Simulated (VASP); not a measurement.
# WS2 (P1) in VASP: further runs

Runs on WS2. Level: r2SCAN. Tasks: single point.

Program: VASP 6.6.1. These are calculated values, not measurements. Logs are shortened: lines on timing, memory, paths and dates and some standing lists are left out, and cuts for length are marked.

### 1 The cell of the first run

The typed cell holds 6 atoms: a = 3.149 Å, b = 3.093 Å, c = 12.418 Å, α = 89.33°, β = 90.48°, γ = 119.58°.

### 2 Single point, r2SCAN

Contents of POSCAR:

```
WS2
1.0
    3.1490102600      0.0275766700     -0.0132584100
   -1.5506235000      2.6765903800      0.0182973700
   -0.0521168500      0.0529611400     12.4174229500
W S
2 4
Direct
    0.5293800000      0.8361690000      0.1991750000
    0.8714090000      0.5104020000      0.6985770000
    0.5462930000      0.8291200000      0.5567990000
    0.8838410000      0.5154690000      0.0637040000
    0.5504350000      0.8268890000      0.8186420000
    0.9271880000      0.4982440000      0.3193170000
```

Contents of INCAR.step1:

```
SYSTEM = WS2
  ALGO = Normal
  EDIFF = 1E-4
  ENCUT = 520
  GGA = PE
  ISMEAR = -1
  LASPH = .TRUE.
  LCHARG = .FALSE.
  LREAL = .FALSE.
  LWAVE = .TRUE.
  NBANDS = 35
  NELM = 60
  PREC = Accurate
  SIGMA = 0.15
```

Contents of INCAR.step2:

```
SYSTEM = WS2
  ALGO = Normal
  EDIFF = 1E-6
  ENCUT = 520
  ISIF = 2
  ISMEAR = -1
  ISTART = 1
  LASPH = .TRUE.
  LCHARG = .FALSE.
  LMIXTAU = .TRUE.
  LREAL = .FALSE.
  LWAVE = .FALSE.
  METAGGA = R2SCAN
  NBANDS = 35
  NELM = 60
  PREC = Accurate
  SIGMA = 0.15
```

Contents of KPOINTS:

```
k-points
0
G
  2 2 1
  0 0 0
```

Potentials or basis: VASP PAW PBE potentials, release 64 (W_sv, S).

Started as:

```bash
$ cat potpaw_PBE.64/W_sv/POTCAR potpaw_PBE.64/S/POTCAR > POTCAR
$ cp INCAR.step1 INCAR
$ mpirun -np 1 vasp_std > vasp.out
$ cp INCAR.step2 INCAR
$ mpirun -np 1 vasp_std > vasp.out
```

OUTCAR:

```text
SYSTEM = WS2
   EDIFF = 1E-6
   ENCUT = 520
   ISIF = 2
   ISMEAR = -1
   ISTART = 1
   LASPH = .TRUE.
   LREAL = .FALSE.
   METAGGA = R2SCAN
   NELM = 60
   PREC = Accurate

 ion  position               nearest neighbor table
   1  0.529  0.836  0.199-   6 2.23   6 2.34   4 2.44   6 2.47   4 2.47   4 2.49
   2  0.871  0.510  0.699-   5 2.29   5 2.36   5 2.38   3 2.46   3 2.55   3 2.56
   3  0.546  0.829  0.557-   2 2.46   2 2.55   2 2.56
   4  0.884  0.515  0.064-   1 2.44   1 2.47   1 2.49
   5  0.550  0.827  0.819-   2 2.29   2 2.36   2 2.38
   6  0.927  0.498  0.319-   1 2.23   1 2.34   1 2.47

  LATTYP: Found a triclinic cell.
 ALAT       =     3.0933645267
 B/A-ratio  =     1.0154766396
 C/A-ratio  =     4.0142844956
 COS(alpha) =     0.0031400626
 COS(beta)  =     0.0117091409
 COS(gamma) =     0.4898162332

  Lattice vectors:

 A1 = (   1.5506235000,  -2.6765903800,  -0.0182973700)
 A2 = (  -1.5983867600,  -2.7041670500,  -0.0050389600)
 A3 = (   0.0521168500,  -0.0529611400, -12.4174229500)

Analysis of symmetry for initial positions (statically):
=====================================================================
 Subroutine PRICEL returns:
 Original cell was already a primitive cell.

 Routine SETGRP: Setting up the symmetry group for a
 triclinic supercell.

 Subroutine GETGRP returns: Found  1 space group operations
 (whereof  1 operations were pure point group operations)
 out of a pool of  2 trial point group operations.

The static configuration has the point symmetry C_1 .

Analysis of symmetry for dynamics (positions and initial velocities):
=====================================================================
 Subroutine PRICEL returns:
 Original cell was already a primitive cell.

 Routine SETGRP: Setting up the symmetry group for a
 triclinic supercell.

 Subroutine GETGRP returns: Found  1 space group operations
 (whereof  1 operations were pure point group operations)
 out of a pool of  2 trial point group operations.

The dynamic configuration has the point symmetry C_1 .

 Subroutine INISYM returns: Found  1 space group operations
 (whereof  1 operations are pure point group operations),
 and found     1 'primitive' translations

----------------------------------------------------------------------------------------

                                     Primitive cell

  volume of cell :     105.1888

  direct lattice vectors                    reciprocal lattice vectors
     3.149010260  0.027576670 -0.013258410     0.315959462  0.183040405  0.000545426
    -1.550623500  2.676590380  0.018297370    -0.003262072  0.371730774 -0.001599148
    -0.052116850  0.052961140 12.417422950     0.000342165 -0.000352317  0.080534946

  length of vectors
     3.149158916  3.093364527 12.417645259     0.365149926  0.371748526  0.080536444

  position of ions in fractional coordinates (direct lattice)
     0.529380000  0.836169000  0.199175000
     0.871409000  0.510402000  0.698577000
     0.546293000  0.829120000  0.556799000
     0.883841000  0.515469000  0.063704000
     0.550435000  0.826889000  0.818642000
     0.927188000  0.498244000  0.319317000

  ion indices of the primitive-cell ions
   primitive index   ion index
                 1           1
                 2           2
                 3           3
                 4           4
                 5           5
                 6           6

----------------------------------------------------------------------------------------

 KPOINTS: k-points

Automatic generation of k-mesh.
 Grid dimensions read from file:
 generate k-points for:    2    2    1

 Generating k-lattice:

  Cartesian coordinates                     Fractional coordinates (reciprocal lattice)
     0.157979731  0.091520202  0.000272713     0.500000000  0.000000000  0.000000000
    -0.001631036  0.185865387 -0.000799574    -0.000000000  0.500000000  0.000000000
     0.000342165 -0.000352317  0.080534946     0.000000000  0.000000000  1.000000000

  Length of vectors
     0.182574963  0.185874263  0.080536444

  Shift w.r.t. Gamma in fractional coordinates (k-lattice)
     0.000000000  0.000000000  0.000000000

 Subroutine IBZKPT returns following result:
 ===========================================

 Found      4 irreducible k-points:

 Following reciprocal coordinates:
            Coordinates               Weight
  0.000000  0.000000  0.000000      1.000000
  0.500000  0.000000  0.000000      1.000000
 -0.000000  0.500000  0.000000      1.000000
  0.500000  0.500000  0.000000      1.000000
   k-points           NKPTS =      4   k-points in BZ     NKDIM =      4   number of bands    NBANDS=     35
   number of dos      NEDOS =    301   number of ions     NIONS =      6
   total plane-waves  NPLWV =  55296
   dimension x,y,z NGX =    24 NGY =   24 NGZ =   96
   dimension x,y,z NGXF=    48 NGYF=   48 NGZF=  192
   ions per type =               2   4
   NGX,Y,Z   is equivalent  to a cutoff of  12.67, 12.90, 12.85 a.u.
   NGXF,Y,Z  is equivalent  to a cutoff of  25.34, 25.80, 25.70 a.u.
 SYSTEM =  WS2
   PREC   = accura    normal or accurate (medium, high low for compatibility)
   ISTART =      1    job   : 0-new  1-cont  2-samecut
   ICHARG =      0    charge: 1-file 2-atom 10-const
   ISPIN  =      1    spin polarized calculation?
   LNONCOLLINEAR =      F non collinear calculations
   LSORBIT =      F    spin-orbit coupling
   LASPH  =      T    aspherical Exc in radial PAW
   ENCUT  =  520.0 eV  38.22 Ry    6.18 a.u.   5.86  5.75 23.09*2*pi/ulx,y,z
   NELM   =     60;   NELMIN=  2; NELMDL=  0     # of ELM steps
   EDIFF  = 0.1E-05   stopping-criterion for ELM
   LREAL  =      F    real-space projection
   EDIFFG = 0.1E-04   stopping-criterion for IOM
   NSW    =      0    number of steps for IOM
   IBRION =     -1    ionic relax: 0-MD 1-quasi-New 2-CG
   NFREE  =      0    steps in history (QN), initial steepest desc. (CG)
   ISIF   =      2    stress and relaxation
   ISYM   =      2    0-nonsym 1-usesym 2-fastsym
   POTIM  = 0.5000    time-step for ionic-motion
   TEBEG  =    0.0;   TEEND  =   0.0 temperature during run
   PSTRESS=    0.0 pullay stress
   NELECT =      52.0000    total number of electrons
   NUPDOWN=      -1.0000    fix difference up-down
   EMIN   =  10.00;   EMAX   =-10.00  energy-range for DOS
   EFERMI =   0.00;   METHOD = LEGACY
   ISMEAR =    -1;   SIGMA  =   0.15  broadening in eV -4-tet -1-fermi 0-gaus
   EFERMI_NEDOS =   21; number of points for ismear=-14 and -15
   IALGO  =     38    algorithm
   IMIX   =      4    mixing-type and parameters
     AMIX     =   0.40;   BMIX     =  1.00
     AMIX_MAG =   1.60;   BMIX_MAG =  1.00
  volume/ion in A,a.u.               =      17.53       118.31
  Fermi-wavevector in a.u.,A,eV,Ry     =   1.294453  2.446161 22.798025  1.675608
  Thomas-Fermi vector in A             =   2.426035
   LORBIT       =      0    0 simple, 1 ext, 2 COOP (PROOUT), +10 PAW based schemes
   METAGGA = R2SCAN    functional components
   LHFCALC =     F    Hartree Fock is set to
   AEXX    =    0.0000 exact exchange contribution
   IVDW    =     0    specifies the selected vdW correction
   LEPSILON=     F    determine dielectric tensor
   LRPA    =     F    only Hartree local field effects (RPA)
 non-spin polarized calculation
  energy-cutoff  :      520.00
  volume of cell :      105.19
 maximum number of plane-waves:      2854
 NGX is ok and might be reduce to    24
   NGX = 11   NGY = 11   NGZ = 47

 number of electron      52.0000002 magnetization

 Free energy of the ion-electron system (eV)
  ---------------------------------------------------
  ext. energy  EPLUGINS =         0.00000000
  ---------------------------------------------------
  free energy    TOTEN  =      -137.09535058 eV

  energy without entropy =     -137.09063740  energy(sigma->0) =     -137.09299399

 E-fermi :   8.3218     XC(G=0): -11.7321

 val. band max:        7.5081702400   @ k =   0.0000   0.0000   0.0000
 cond. band min:       9.2525567006   @ k =   0.0000   0.0000   0.0000
 fundamental gap:      1.7443864606
 Fermi energy:         8.3218287361

 k-point     1 :       0.0000    0.0000    0.0000
  band No.  band energies     occupation
      1     -69.1094      2.00000
      2     -69.0817      2.00000
      3     -32.6565      2.00000
      4     -32.5999      2.00000
      5     -32.5908      2.00000
      6     -32.5848      2.00000
[... 27 lines left out ...]
     34      10.8978      0.00000
     35      13.0184      0.00000

 k-point     2 :       0.5000    0.0000    0.0000
  band No.  band energies     occupation
      1     -69.0863      2.00000
      2     -69.0592      2.00000
      3     -33.0684      2.00000
      4     -32.9896      2.00000
      5     -32.6766      2.00000
      6     -32.6311      2.00000
[... 27 lines left out ...]
     34      12.1093      0.00000
     35      12.3199      0.00000

 k-point     3 :      -0.0000    0.5000    0.0000
  band No.  band energies     occupation
      1     -69.0834      2.00000
      2     -69.0560      2.00000
      3     -33.0461      2.00000
      4     -32.9817      2.00000
      5     -32.7349      2.00000
      6     -32.6846      2.00000
[... 27 lines left out ...]
     34      12.1618      0.00000
     35      12.4112      0.00000

 k-point     4 :       0.5000    0.5000    0.0000
  band No.  band energies     occupation
      1     -69.0841      2.00000
      2     -69.0563      2.00000
      3     -33.0201      2.00000
      4     -32.9870      2.00000
      5     -32.7440      2.00000
      6     -32.6806      2.00000
[... 27 lines left out ...]
     34      12.1318      0.00000
     35      12.3632      0.00000

------------------------ aborting loop because EDIFF is reached ----------------------------------------

  FORCE on cell =-STRESS in cart. coord.  units (eV):
  Direction    XX          YY          ZZ          XY          YZ          ZX
  --------------------------------------------------------------------------------------
  -------------------------------------------------------------------------------------
  Total        4.3811000      6.1011857      3.9240336     -0.3495772     -0.4102281     -3.0399372
  in kB       66.7305021     92.9298999     59.7687176     -5.3245674     -6.2483681    -46.3026494
  external PRESSURE =      73.1430399 kB  Pullay stress =       0.0000000 kB

 VOLUME and BASIS-vectors are now :
 -----------------------------------------------------------------------------
  energy-cutoff  :      520.00
  volume of cell :      105.19
      direct lattice vectors                 reciprocal lattice vectors
     3.149010260  0.027576670 -0.013258410     0.315959462  0.183040405  0.000545426
    -1.550623500  2.676590380  0.018297370    -0.003262072  0.371730774 -0.001599148
    -0.052116850  0.052961140 12.417422950     0.000342165 -0.000352317  0.080534946

 POSITION                                       TOTAL-FORCE (eV/Angst)
 -----------------------------------------------------------------------------------
      0.36006      2.26323      2.48152         4.241093      0.421933     -4.364880
      1.91623      1.42717      8.67231         1.858701     -1.101177     -4.905260
      0.40561      2.26377      6.92194        -0.701632      0.540747      2.705009
      1.98061      1.40745      0.78875        -1.080467     -0.148681      1.553492
      0.40847      2.27178     10.17326        -1.138845      0.564323      2.271011
      2.13049      1.37608      3.96192        -3.178851     -0.277145      2.740628
 -----------------------------------------------------------------------------------
    total drift:                               -0.000015     -0.000231     -0.001324

  FREE ENERGIE OF THE ION-ELECTRON SYSTEM (eV)
  ---------------------------------------------------
  free  energy   TOTEN  =      -137.0953505791 eV

  energy  without entropy=     -137.0906373985  energy(sigma->0) =     -137.09299399
```

It took 2 min on 1 thread of Intel Xeon 6975P-C, shared host; peak memory 0.24 GiB.

Results:

```yaml
Free_energy: -137.0954 eV
Pressure: 7.3 GPa
Largest_force: 6.101 eV/Å
Band_gap_on_the_k_mesh: 1.74 eV, direct
```

Forces on the atoms (eV/Å):
```
W    4.241  0.422 -4.365
W    1.859 -1.101 -4.905
S   -0.702  0.541  2.705
S   -1.080 -0.149  1.553
S   -1.139  0.564  2.271
S   -3.179 -0.277  2.741
```

Levels at points of the mesh, in eV from the valence-band top:
```tsv
k point	band 23	band 24	band 25	band 26	band 27	band 28	band 29	band 30
(0.00, 0.00, 0.00)	-1.56	-1.49	-0.87	0.00	1.74	1.81	1.90	2.09
(0.50, 0.00, 0.00)	-2.25	-1.87	-1.60	-1.27	2.28	2.47	2.62	2.95
(0.00, 0.50, 0.00)	-2.34	-1.94	-1.49	-1.21	2.32	2.47	2.56	2.91
(0.50, 0.50, 0.00)	-2.10	-1.83	-1.68	-1.25	2.39	2.42	2.64	3.00
```

Caveat: the k points lie up to 1.17 Å⁻¹ apart; the PAW data sets were made with another functional, which shifts forces and pressure a little; spin-orbit coupling is left out, which moves the levels of the heavy elements. r2SCAN opens gaps a little over a GGA but as a rule still falls short of measured ones.

### 3 Single point, r2SCAN

This run uses another cell than the first one, of 17.89 Å³/atom, 1.020 times its volume.

POSCAR: that of step 2 with these lines changed.

```diff
@@ -2,5 +2,5 @@
 1.0
-    3.1490102600      0.0275766700     -0.0132584100
-   -1.5506235000      2.6765903800      0.0182973700
-   -0.0521168500      0.0529611400     12.4174229500
+    3.1702880000      0.0277630000     -0.0133480000
+   -1.5611010000      2.6946760000      0.0184210000
+   -0.0524690000      0.0533190000     12.5013270000
 W S
```

Contents of INCAR.step1:

```
SYSTEM = WS2
PREC = Accurate
ENCUT = 520
ISMEAR = -1
SIGMA = 0.15
LREAL = .FALSE.
LASPH = .TRUE.
NELM = 60
NBANDS = 35
GGA = PE
ALGO = Normal
EDIFF = 1E-4
LWAVE = .TRUE.
LCHARG = .FALSE.
```

Contents of INCAR.step2:

```
SYSTEM = WS2
PREC = Accurate
ENCUT = 520
EDIFF = 1E-7
ISMEAR = -1
SIGMA = 0.15
LREAL = .FALSE.
LASPH = .TRUE.
NELM = 60
ALGO = Normal
ISIF = 2
LWAVE = .FALSE.
LCHARG = .FALSE.
METAGGA = R2SCAN
LMIXTAU = .TRUE.
NBANDS = 35
ISTART = 1
```

Contents of KPOINTS:

```
Automatic mesh
0
G
  2 2 1
  0 0 0
```

Potentials or basis: VASP PAW PBE potentials, release 64 (W_sv, S).

Started as:

```bash
$ cat potpaw_PBE.64/W_sv/POTCAR potpaw_PBE.64/S/POTCAR > POTCAR
$ cp INCAR.step1 INCAR
$ mpirun -np 1 vasp_std > vasp.out
$ cp INCAR.step2 INCAR
$ mpirun -np 1 vasp_std > vasp.out
```

Run time: 3.8 min. Hardware: 1 thread of Intel Xeon 6975P-C, shared host; peak memory 0.24 GiB.

The run converged. Its results:

- Free energy: -137.1689 eV
- Pressure: 3.6 GPa
- Largest force: 5.839 eV/Å
- Band gap on the k mesh: 1.71 eV, direct

Forces in eV/Å, atoms in the order of the input:
```
W    4.072  0.406 -4.165
W    1.767 -1.063 -4.671
S   -0.666  0.520  2.917
S   -1.043 -0.146  1.828
S   -1.085  0.546  1.819
S   -3.046 -0.263  2.271
```

Stress tensor (GPa, compression positive):
```
 3.12 -0.58 -4.36
-0.58  5.68 -0.57
-4.36 -0.57  2.06
```

Levels at points of the mesh, in eV from the valence-band top:
| k point | band 24 | band 25 | band 26 | band 27 | band 28 | band 29 |
| --- | --- | --- | --- | --- | --- | --- |
| (0.00, 0.00, 0.00) | -1.45 | -0.83 | 0.00 | 1.71 | 1.79 | 1.87 |
| (0.50, 0.00, 0.00) | -1.83 | -1.57 | -1.25 | 2.23 | 2.42 | 2.58 |
| (0.00, 0.50, 0.00) | -1.90 | -1.45 | -1.17 | 2.27 | 2.43 | 2.51 |
| (0.50, 0.50, 0.00) | -1.78 | -1.65 | -1.21 | 2.34 | 2.37 | 2.61 |

Caveat: the k points lie up to 1.16 Å⁻¹ apart; the PAW data sets were made with another functional, which shifts forces and pressure a little; spin-orbit coupling is left out, which moves the levels of the heavy elements. r2SCAN opens gaps a little over a GGA but as a rule still falls short of measured ones.

### 4 Single point, r2SCAN

This run uses another cell than the first one, of 17.89 Å³/atom, 1.020 times its volume.

POSCAR is that of step 3.

Contents of INCAR.step1:

```
PREC = Accurate ; ENCUT = 520
ISMEAR = -1 ; SIGMA = 0.15
LREAL = False ; LASPH = True
NELM = 100 ; NBANDS = 35
GGA = PE ; ALGO = Normal
EDIFF = 1E-4 ; LWAVE = True
LCHARG = False
```

Contents of INCAR.step2:

```
PREC = Accurate ; ENCUT = 520
EDIFF = 1E-6 ; ISMEAR = -1
SIGMA = 0.15 ; LREAL = False
LASPH = True ; NELM = 100
ALGO = Normal ; ISIF = 2
LWAVE = False ; LCHARG = False
METAGGA = R2SCAN ; LMIXTAU = True
NBANDS = 35 ; ISTART = 1
```

Contents of KPOINTS:

```
regular mesh
0
Gamma
  2 2 1
```

Started as:

```bash
$ cat potpaw_PBE.64/W_sv/POTCAR potpaw_PBE.64/S/POTCAR > POTCAR
$ cp INCAR.step1 INCAR
$ mpirun -np 1 vasp_std > vasp.out
$ cp INCAR.step2 INCAR
$ mpirun -np 1 vasp_std > vasp.out
```

Run time: 3.1 min. Hardware: 1 thread of Intel Xeon 6975P-C, shared host; peak memory 0.24 GiB.

The run converged. Its results:

```
Free energy            : -137.1689 eV
Pressure               : 3.6 GPa
Largest force          : 5.839 eV/Å
Band gap on the k mesh : 1.71 eV, direct
```

Forces in eV/Å, atoms in the order of the input:
```
W    4.072  0.406 -4.165
W    1.767 -1.063 -4.671
S   -0.666  0.520  2.917
S   -1.043 -0.146  1.829
S   -1.085  0.546  1.819
S   -3.046 -0.263  2.271
```

Stress tensor (GPa, compression positive):
```
 3.12 -0.58 -4.36
-0.58  5.68 -0.57
-4.36 -0.57  2.06
```

Levels at points of the mesh, in eV from the valence-band top:
| k point | band 23 | band 24 | band 25 | band 26 | band 27 | band 28 | band 29 | band 30 |
| --- | --- | --- | --- | --- | --- | --- | --- | --- |
| (0.00, 0.00, 0.00) | -1.52 | -1.45 | -0.83 | 0.00 | 1.71 | 1.79 | 1.87 | 2.04 |
| (0.50, 0.00, 0.00) | -2.19 | -1.83 | -1.57 | -1.25 | 2.23 | 2.42 | 2.58 | 2.89 |
| (0.00, 0.50, 0.00) | -2.30 | -1.90 | -1.45 | -1.17 | 2.27 | 2.43 | 2.51 | 2.87 |
| (0.50, 0.50, 0.00) | -2.06 | -1.78 | -1.65 | -1.21 | 2.34 | 2.37 | 2.61 | 2.95 |

Caveat: the k points lie up to 1.16 Å⁻¹ apart; the PAW data sets were made with another functional, which shifts forces and pressure a little; spin-orbit coupling is left out, which moves the levels of the heavy elements. r2SCAN opens gaps a little over a GGA but as a rule still falls short of measured ones.
